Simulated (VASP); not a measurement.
# MnS (P6_3mc) in VASP: further runs, part 3 of 3

VASP 6.6.1.

## 6. Single point, PBE, collinear spin, ferrimagnetic start

Contents of INCAR:

```
PREC = Accurate
ENCUT = 520
EDIFF = 1E-7
ISMEAR = -1
SIGMA = 0.05
LREAL = F
LASPH = T
NELM = 150
ALGO = Normal
ISIF = 2
LWAVE = F
LCHARG = T
ISPIN = 2
MAGMOM = 4 -2 0 0
LORBIT = 11
LMAXMIX = 4
GGA = PE
LELF = T
LVHAR = T
NBANDS = 31
```

Contents of KPOINTS:

```
regular mesh
0
Gamma
  8 8 4
```

Contents of POSCAR:

```
MnS
1.0
    3.9535769233      0.0000000000      0.0000000000
   -1.9767884617      3.4238980514      0.0000000000
    0.0000000000      0.0000000000      6.3425288600
Mn S
2 2
Direct
    0.6666666667      0.3333333333      0.4988446700
    0.3333333333      0.6666666667      0.9988446700
    0.3333333333      0.6666666667      0.6261543000
    0.6666666667      0.3333333333      0.1261543000
```

Potentials or basis: VASP PAW PBE potentials, release 64 (Mn_pv, S).

On the command line:

```bash
$ cat potpaw_PBE.64/Mn_pv/POTCAR potpaw_PBE.64/S/POTCAR > POTCAR
$ mpirun -np 1 vasp_std > vasp.out
```

OUTCAR:

```text
PREC = Accurate
   ENCUT = 520
   EDIFF = 1E-7
   ISMEAR = -1
   LREAL = F
   LASPH = T
   NELM = 150
   ISIF = 2
   ISPIN = 2
   LORBIT = 11
   GGA = PE

 ion  position               nearest neighbor table
   1  0.667  0.333  0.499-   4 2.36   3 2.42   3 2.42   3 2.42
   2  0.333  0.667  0.999-   3 2.36   4 2.42   4 2.42   4 2.42
   3  0.333  0.667  0.626-   2 2.36   1 2.42   1 2.42   1 2.42
   4  0.667  0.333  0.126-   1 2.36   2 2.42   2 2.42   2 2.42

  LATTYP: Found a hexagonal cell.
 ALAT       =     3.9535769233
 C/A-ratio  =     1.6042507792

  Lattice vectors:

 A1 = (   3.9535769233,   0.0000000000,   0.0000000000)
 A2 = (  -1.9767884617,   3.4238980514,   0.0000000000)
 A3 = (   0.0000000000,   0.0000000000,   6.3425288600)

Analysis of symmetry for initial positions (statically):
=====================================================================
 Subroutine PRICEL returns:
 Original cell was already a primitive cell.

 Routine SETGRP: Setting up the symmetry group for a
 hexagonal supercell.

 Subroutine GETGRP returns: Found 12 space group operations
 (whereof  6 operations were pure point group operations)
 out of a pool of 24 trial point group operations.

The static configuration has the point symmetry C_3v.
 The point group associated with its full space group is C_6v.

Analysis of symmetry for dynamics (positions and initial velocities):
=====================================================================
 Subroutine PRICEL returns:
 Original cell was already a primitive cell.

 Routine SETGRP: Setting up the symmetry group for a
 hexagonal supercell.

 Subroutine GETGRP returns: Found 12 space group operations
 (whereof  6 operations were pure point group operations)
 out of a pool of 24 trial point group operations.

The dynamic configuration has the point symmetry C_3v.
 The point group associated with its full space group is C_6v.

Analysis of structural, dynamic, and magnetic symmetry:
=====================================================================
 Subroutine PRICEL returns:
 Original cell was already a primitive cell.

 Routine SETGRP: Setting up the symmetry group for a
 hexagonal supercell.

 Subroutine GETGRP returns: Found  6 space group operations
 (whereof  6 operations were pure point group operations)
 out of a pool of 24 trial point group operations.

The overall configuration has the point symmetry C_3v.

 Subroutine INISYM returns: Found  6 space group operations
 (whereof  6 operations are pure point group operations),
 and found     1 'primitive' translations

----------------------------------------------------------------------------------------

                                     Primitive cell

  volume of cell :      85.8566

  direct lattice vectors                    reciprocal lattice vectors
     3.953576923  0.000000000  0.000000000     0.252935511  0.146032385  0.000000000
    -1.976788462  3.423898051  0.000000000     0.000000000  0.292064771  0.000000000
     0.000000000  0.000000000  6.342528860     0.000000000  0.000000000  0.157665818

  length of vectors
     3.953576923  3.953576923  6.342528860     0.292064771  0.292064771  0.157665818

  position of ions in fractional coordinates (direct lattice)
[... 77 lines left out ...]
   ISPIN  =      2    spin polarized calculation?
   LNONCOLLINEAR =      F non collinear calculations
   LSORBIT =      F    spin-orbit coupling
   LASPH  =      T    aspherical Exc in radial PAW
   ENCUT  =  520.0 eV  38.22 Ry    6.18 a.u.   7.35  7.35 11.79*2*pi/ulx,y,z
   NELM   =    150;   NELMIN=  2; NELMDL= -5     # of ELM steps
   EDIFF  = 0.1E-06   stopping-criterion for ELM
   LREAL  =      F    real-space projection
   EDIFFG = 0.1E-05   stopping-criterion for IOM
   NSW    =      0    number of steps for IOM
   IBRION =     -1    ionic relax: 0-MD 1-quasi-New 2-CG
   NFREE  =      0    steps in history (QN), initial steepest desc. (CG)
   ISIF   =      2    stress and relaxation
   ISYM   =      2    0-nonsym 1-usesym 2-fastsym
   POTIM  = 0.5000    time-step for ionic-motion
   TEBEG  =    0.0;   TEEND  =   0.0 temperature during run
   PSTRESS=    0.0 pullay stress
   NELECT =      38.0000    total number of electrons
   NUPDOWN=      -1.0000    fix difference up-down
   EMIN   =  10.00;   EMAX   =-10.00  energy-range for DOS
   EFERMI =   0.00;   METHOD = LEGACY
   ISMEAR =    -1;   SIGMA  =   0.05  broadening in eV -4-tet -1-fermi 0-gaus
   EFERMI_NEDOS =   21; number of points for ismear=-14 and -15
   IALGO  =     38    algorithm
   IMIX   =      4    mixing-type and parameters
     AMIX     =   0.40;   BMIX     =  1.00
     AMIX_MAG =   1.60;   BMIX_MAG =  1.00
  volume/ion in A,a.u.               =      21.46       144.85
  Fermi-wavevector in a.u.,A,eV,Ry     =   1.247608  2.357638 21.177824  1.556526
  Thomas-Fermi vector in A             =   2.381733
   LORBIT       =     11    0 simple, 1 ext, 2 COOP (PROOUT), +10 PAW based schemes
   GGA     = PE    functional components
   LHFCALC =     F    Hartree Fock is set to
   AEXX    =    0.0000 exact exchange contribution
   IVDW    =     0    specifies the selected vdW correction
   LEPSILON=     F    determine dielectric tensor
   LRPA    =     F    only Hartree local field effects (RPA)
 spin polarized calculation
  energy-cutoff  :      520.00
  volume of cell :       85.86
 maximum number of plane-waves:      2340
 NGX is ok and might be reduce to    30
   NGX = 15   NGY = 15   NGZ = 23

 number of electron      37.9999986 magnetization      -0.0006291

 number of electron      37.9999986 magnetization       0.0000028

 Free energy of the ion-electron system (eV)
  ---------------------------------------------------
  ext. energy  EPLUGINS =         0.00000000
  ---------------------------------------------------
  free energy    TOTEN  =       -28.61533404 eV

  energy without entropy =      -28.61530921  energy(sigma->0) =      -28.61532163

 E-fermi :   4.6312     XC(G=0):  -9.4145

 val. band max:        4.2399129410   @ k =   0.0000   0.0000   0.5000
 cond. band min:       5.0643816052   @ k =   0.3750   0.2500   0.5000
 fundamental gap:      0.8244686641
 Fermi energy:         4.6311742230

 spin component 1

 k-point     1 :       0.0000    0.0000    0.0000
  band No.  band energies     occupation
      1     -45.8941      1.00000
      2     -45.8941      1.00000
      3     -45.8391      1.00000
      4     -41.4639      1.00000
      5     -41.4523      1.00000
      6     -41.4523      1.00000
[... 805 lines left out ...]
     30      12.1486      0.00000
     31      12.8083      0.00000

 [... further k-points ...]

 spin component 2

 k-point     1 :       0.0000    0.0000    0.0000
  band No.  band energies     occupation
      1     -45.8941      1.00000
      2     -45.8941      1.00000
      3     -45.8392      1.00000
      4     -41.4639      1.00000
      5     -41.4523      1.00000
      6     -41.4523      1.00000
[... 805 lines left out ...]
     30      12.1486      0.00000
     31      12.8083      0.00000

 [... further k-points ...]
[... 5 lines left out ...]
  --------------------------------------------------------------------------------------
  -------------------------------------------------------------------------------------
  Total        0.0433420      0.0433420     -0.8293307     -0.0000000      0.0000000     -0.0000000
  in kB        0.8088101      0.8088101    -15.4762178     -0.0000000      0.0000000     -0.0000000
  external PRESSURE =      -4.6195326 kB  Pullay stress =       0.0000000 kB

 VOLUME and BASIS-vectors are now :
 -----------------------------------------------------------------------------
  energy-cutoff  :      520.00
  volume of cell :       85.86
      direct lattice vectors                 reciprocal lattice vectors
     3.953576923  0.000000000  0.000000000     0.252935511  0.146032385  0.000000000
    -1.976788462  3.423898051  0.000000000     0.000000000  0.292064771  0.000000000
     0.000000000  0.000000000  6.342528860     0.000000000  0.000000000  0.157665818

 POSITION                                       TOTAL-FORCE (eV/Angst)
 -----------------------------------------------------------------------------------
      1.97679      1.14130      3.16394         0.000000      0.000000     -0.162610
     -0.00000      2.28260      6.33520        -0.000000      0.000000     -0.162627
     -0.00000      2.28260      3.97140        -0.000000     -0.000000      0.162647
      1.97679      1.14130      0.80014         0.000000     -0.000000      0.162590
 -----------------------------------------------------------------------------------
    total drift:                                0.000000      0.000001      0.001660

  FREE ENERGIE OF THE ION-ELECTRON SYSTEM (eV)
  ---------------------------------------------------
  free  energy   TOTEN  =       -28.6153340372 eV

  energy  without entropy=      -28.6153092134  energy(sigma->0) =      -28.61532163

 total charge

# of ion       s       p       d       tot
------------------------------------------
    1        0.261   6.209   4.943  11.413
    2        0.261   6.209   4.943  11.413
    3        1.314   2.445   0.000   3.759
    4        1.314   2.445   0.000   3.759
--------------------------------------------------
tot          3.150  17.307   9.885  30.342

 magnetization (x)

# of ion       s       p       d       tot
------------------------------------------
    1        0.032   0.049   4.069   4.150
    2       -0.032  -0.049  -4.069  -4.150
    3        0.005   0.028   0.000   0.034
    4       -0.005  -0.028   0.000  -0.034
--------------------------------------------------
tot          0.000  -0.000   0.000   0.000
```

It took 2.9 min on 1 thread of Intel Xeon Platinum 8488C (Sapphire Rapids), shared host; peak memory 0.31 GiB.

Results:

```yaml
Free_energy: -28.6153 eV
Pressure: -0.5 GPa
Largest_force: 0.163 eV/Å
Band_gap_on_the_k_mesh: 0.82 eV (least direct gap 1.50 eV)
Net_moment: 0.00 μB per cell
Site_moments: Mn +4.15, -4.15; S +0.03, -0.03 μB
Valence_electrons_inside_the_program's_atomic_spheres: Mn 11.41; S 3.76
```

Forces in eV/Å, atoms in the order of the input:
```
Mn   0.000  0.000 -0.163
Mn   0.000  0.000 -0.163
S    0.000  0.000  0.163
S    0.000  0.000  0.163
```

Stress tensor (GPa, compression positive):
```
 0.08  0.00  0.00
 0.00  0.08  0.00
 0.00  0.00 -1.55
```

## 7. Overview

| level | potentials or basis | spin | fixed moment (μB) | k mesh | cutoff (eV) | gap on the mesh (eV) | pressure (GPa) | moment (μB) | largest force (eV/Å) |
| --- | --- | --- | --- | --- | --- | --- | --- | --- | --- |
| LDA | VASP PAW LDA potentials, release 64 (Mn_sv, S) | collinear, ferromagnetic start | - | 8 × 8 × 4 | 680 | none | -5.0 | 9.48 | 0.24 |
| PBE | VASP PAW PBE potentials, release 64 (Mn_sv, S) | collinear, ferromagnetic start | 4.0 | 7 × 7 × 4 | 680 | - | -15.9 | 4.00 | 0.02 |
| PBE | VASP PAW PBE potentials, release 64 (Mn_pv, S) | off | - | 8 × 8 × 4 | 520 | none | -19.6 | - | 0.13 |
| PBE | VASP PAW PBE potentials, release 64 (Mn_pv, S) | collinear, antiferromagnetic start | - | 8 × 8 × 4 | 520 | 0.82 | -0.5 | 0.00 | 0.16 |
| PBE | VASP PAW PBE potentials, release 64 (Mn_pv, S) | collinear, ferrimagnetic start | - | 8 × 8 × 4 | 520 | 0.82 | -0.5 | 0.00 | 0.16 |

Alike in all rows: task single point; cell as given; smearing fermi-dirac 0.05 eV.

Caveats: the cell stands under tension (at least some runs); semilocal functionals often make such compounds metallic where correlation or magnetic order opens a gap, which also shifts bond lengths (at least some runs); the run started ferromagnetic, and an antiferromagnetic order may lie lower in energy (at least some runs); the total moment is fixed, so each spin has its own Fermi level and the state may be an excited one (at least some runs); the antiferromagnetic order is the one typed at the start, and another may lie lower (at least some runs).

Total energies depend on the potentials used, so only differences within one code and one set of settings carry meaning.

The gap in the log of VASP goes by the Fermi energy; the results here count the filled bands.